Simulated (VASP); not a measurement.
ScPt: vibrations by perturbation theory with LDA

Crystal: ScPt.

```
Sc Pt
1.0
     3.22962    0.00000    0.00000
     0.00000    3.22962    0.00000
     0.00000    0.00000    3.22962
Sc Pt
1 1
Direct
  0.50000 0.50000 0.50000
  0.00000 0.00000 0.00000
```

```
Program                : VASP 6.6.1
Task                   : vibrations by perturbation theory
Functional             : LDA
Potentials or basis    : VASP PAW LDA potentials, release 64 (Sc_sv, Pt)
Cutoff                 : 520 eV
k mesh                 : 14 × 14 × 14
Occupations            : fermi-dirac, width 0.15 eV
Spin                   : no spin polarisation
Dipole correction      : no
Further INCAR settings : ALGO = Normal; EDIFF = 1e-08; IBRION = 8; NSW = 1
```

```
Highest phonon frequency at Γ : 177 cm⁻¹
```

Phonon frequencies in cm⁻¹ (negative: imaginary):
```tsv
q point	frequencies
(0.000, 0.000, 0.000)	0 0 0 177 177 177
```

It took 3.3 min on 1 thread of AMD EPYC 9R45 (Zen 5), with other jobs on the host, peak memory 0.36 GiB.
